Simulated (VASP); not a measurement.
Input of a VASP 6.6.1 run:

File INCAR:

```
PREC = Accurate
ENCUT = 520
EDIFF = 1E-6
ISMEAR = -1
SIGMA = 0.01
LREAL = Auto
LASPH = True
NELM = 120
ALGO = Normal
ISIF = 2
LWAVE = False
LCHARG = True
GGA = PE
LELF = True
LVHAR = True
NELECT = 608.0
NBANDS = 358
GGA_COMPAT = False
```

KPOINTS

```
regular mesh
0
Gamma
  1 1 1
```

File POSCAR:

```
Hf16Si16HO64
1.0
   -6.6465279200      6.6465279200      6.0147349600
    6.6465279200     -6.6465279200      6.0147349600
    6.6465279200      6.6465279200     -6.0147349600
Hf Si O H
16 16 64 1
Direct
   -0.0003960367     -0.0013916091     -0.0016391555
    0.3726534037      0.1234610689      0.2493393328
   -0.0003777131     -0.0002851544      0.5002100875
    0.3743958855      0.1256685731      0.7512333327
   -0.0006861354      0.4990427016     -0.0007238641
    0.3752820698      0.6254809703      0.2483438008
   -0.0099149245      0.4920531317      0.4959209159
    0.3840651381      0.6258822237      0.7617769004
    0.4998343106      0.0003592265      0.0002928511
    0.8737414226      0.1223183312      0.2486169509
    0.5013455609      0.0016187011      0.4996161573
    0.8746533435      0.1244128053      0.7496646368
    0.5000625567      0.4979026139      0.0018588285
    0.8733777163      0.6241687222      0.2493139358
    0.5020913333      0.4988274238      0.5016830308
    0.8751837401      0.6242722500      0.7506358210
    0.1212648646      0.3730810336      0.2477894266
    0.2488013662      0.2488088802     -0.0000181035
    0.1242234907      0.3758188737      0.7486650991
    0.2494264939      0.2503537647      0.5008205148
    0.1244002827      0.8746197514      0.2500862988
    0.2492761039      0.7495421846     -0.0003707214
    0.1250794744      0.8731365100      0.7487264314
    0.2460747917      0.7536333867      0.4897649909
    0.6222288340      0.3730440787      0.2490194907
    0.7496027681      0.2491526584     -0.0003138842
    0.6245812486      0.3739904920      0.7505474697
    0.7479295661      0.2480063203      0.4995465366
    0.6251189140      0.8740402817      0.2493500974
    0.7530320148      0.7497785996      0.0021095481
    0.6246944689      0.8739388555      0.7497421219
    0.7490025976      0.7489674315      0.4995733297
    0.0670025518      0.1602297601      0.4082368769
    0.0291542962      0.3747801251      0.3388296744
    0.0358138944      0.1917581497      0.1583884219
    0.2495933788      0.1567639021      0.0904676745
    0.3396484938      0.2499957517      0.4081016663
    0.3038616092      0.4753431914      0.3555093846
    0.1233556445      0.4630741823      0.1555015911
    0.3407011382      0.4311858640      0.0955774838
    0.0666558907      0.1586439976      0.9069702981
    0.0330340250      0.3765887662      0.8401466716
    0.0339445216      0.1931203701      0.6568175496
    0.2511791427      0.1591888766      0.5922637897
    0.3401846524      0.2488157588      0.9086046446
    0.3073854263      0.4659445781      0.8443477446
    0.1267292804      0.4690251776      0.6577817806
    0.3407626799      0.4334374026      0.5949697222
    0.0652527071      0.6586272072      0.4113543391
    0.0340049051      0.8755951441      0.3424029862
    0.0356511911      0.6918220076      0.1598185446
    0.2516426936      0.6581076323      0.0905097025
    0.3346810955      0.7508360203      0.3982324065
    0.3072388038      0.9676162054      0.3438169153
    0.1222024036      0.9638910006      0.1568956943
    0.3403971337      0.9318626524      0.0923324932
    0.0667445832      0.6590594697      0.9080231152
    0.0325132364      0.8728957259      0.8390568966
    0.0411650049      0.6908466391      0.6578683424
    0.2632152970      0.6454348185      0.5682651986
    0.3389973219      0.7476745974      0.9062932551
    0.3076571157      0.9655697457      0.8423966707
    0.1228843109      0.9642214420      0.6573024080
    0.3398693567      0.9309300989      0.5944875856
    0.5660375514      0.1590703138      0.4078738003
    0.5312811349      0.3752219006      0.3403454973
    0.5330260441      0.1910593676      0.1577044974
    0.7506589006      0.1573274445      0.0907395901
    0.8383032450      0.2463775551      0.4072958016
    0.8046259189      0.4634011435      0.3420171905
    0.6228043418      0.4642481506      0.1576365160
    0.8409370777      0.4318495085      0.0932017470
    0.5669076655      0.1591207627      0.9081087017
    0.5341957594      0.3765962767      0.8427133457
    0.5334824307      0.1913463378      0.6583379892
    0.7500263879      0.1582158467      0.5917574363
    0.8395643464      0.2476845621      0.9069495099
    0.8072186272      0.4649276397      0.8422220693
    0.6234627138      0.4645528505      0.6582460886
    0.8393590561      0.4309900758      0.5911442748
    0.5656580771      0.6582472764      0.4088433472
    0.5351773229      0.8765351144      0.3416789016
    0.5342927904      0.6910066344      0.1579616761
    0.7526385392      0.6584460980      0.0930328535
    0.8387897986      0.7469959902      0.4068082583
    0.8075923453      0.9645596390      0.3410511412
    0.6228102297      0.9632579077      0.1561202501
    0.8412708731      0.9317545848      0.0920223194
    0.5696212882      0.6588001784      0.9116763348
    0.5312805719      0.8730098575      0.8398491886
    0.5381866676      0.6911571549      0.6617895611
    0.7522725916      0.6573210312      0.5906829808
    0.8402644848      0.7469787585      0.9074572789
    0.8072591064      0.9660641743      0.8427106793
    0.6204944271      0.9618511939      0.6554395411
    0.8399103903      0.9318029467      0.5918328426
    0.2794921327      0.5780211923      0.5021864812
```

Potentials or basis: VASP PAW PBE potentials, release 64 (Hf_pv, Si, O, H).

The run is started by

```console
$ cat potpaw_PBE.64/Hf_pv/POTCAR potpaw_PBE.64/Si/POTCAR potpaw_PBE.64/O/POTCAR potpaw_PBE.64/H/POTCAR > POTCAR
$ mpirun -np 1 vasp_gam > vasp.out
```

(1) What does it give for the largest force?

Results:

(1) 0.196 eV/Å.

Caveat: the k points lie up to 0.70 Å⁻¹ apart; the cell carries a net charge on a neutralising background, which shifts energy and pressure.
